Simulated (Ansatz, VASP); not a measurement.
**Two plane-wave programs on Y**

```
Y
1.0
    -1.76409    1.76409    2.48376
     1.76409   -1.76409    2.48376
     1.76409    1.76409   -2.48376
Y
1
Direct
  0.00000 0.00000 0.00000
```

Alike in both runs: functional PBEsol; k mesh 8 × 8 × 8; occupations gaussian, width 0.1 eV; no spin polarisation.

Ansatz relaxed the structure, and its values are those at the end. VASP's run is a single point on that final structure, the one shown.

|  | VASP | Ansatz |
| --- | --- | --- |
| version | VASP 6.6.1 | Ansatz 0.2.0 |
| potentials or method | VASP PAW PBE potentials, release 64 (Y_sv), cutoff 520 eV | scalar-relativistic, plane waves, PAW |
| valence electrons in the cell | 11 | 11 |

```tsv
	VASP	Ansatz	Ansatz less VASP
gap on the k mesh at the Fermi level (eV)	none	none	-
pressure (GPa)	-0.3	-0.2	+0.15
```

VASP's potentials were made for PBE, not for PBEsol. A gap of «none» marks a metal or a gap that the smearing closes.
